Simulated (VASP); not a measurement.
Here is a VASP 6.6.1 calculation.

The input INCAR:

```
ALGO     = Normal         # electronic algorithm
EDIFF    = 1E-6           # SCF threshold, eV
ENCUT    = 520            # plane-wave cutoff, eV
GGA      = PE             # functional
ISIF     = 2              # what is computed and relaxed
ISMEAR   = 0              # smearing method
ISPIN    = 2              # spin polarisation
LASPH    = T              # aspherical terms in the spheres
LCHARG   = F              # write CHGCAR
LMAXMIX  = 4              # l up to which the mixer works
LORBIT   = 11             # projections on sites
LREAL    = F              # projectors in reciprocal space
LWAVE    = F              # write WAVECAR
MAGMOM   = 1 1 1 0 0      # initial moments
NBANDS   = 34             # bands
NELM     = 150            # most SCF steps
PREC     = Accurate       # precision mode
SIGMA    = 0.1            # smearing width, eV
```

The input KPOINTS:

```
k-points
0
Gamma
  6 6 6
```

File POSCAR:

```
Cu3O2
1.0
    4.6534204600      0.0000000000      0.0000000000
   -2.3267102300      4.0299803300      0.0000000000
    0.0000000000      0.0000000000      3.3914184500
Cu O
3 2
Direct
    0.5119934900      0.0000000000      0.5000000000
    0.0000000000      0.5119934900      0.5000000000
    0.4880065100      0.4880065100      0.5000000000
    0.3333333300      0.6666666700      0.0000000000
    0.6666666700      0.3333333300      0.0000000000
```

Potentials or basis: VASP PAW PBE potentials, release 64 (Cu, O).

The run is started by

```bash
$ cat potpaw_PBE.64/Cu/POTCAR potpaw_PBE.64/O/POTCAR > POTCAR
$ mpirun -np 1 vasp_std > vasp.out
```

Question: Estimate the largest force.

Answer: 0.070 eV/Å.

Question: What does it give for the pressure?

Answer: 3.7 GPa.

Question: What does it give for the net moment?

Answer: 0.05 μB per cell.

Stress tensor (GPa, compression positive):
```
 17.75   0.00   0.00
  0.00  17.75   0.00
  0.00   0.00 -24.33
```
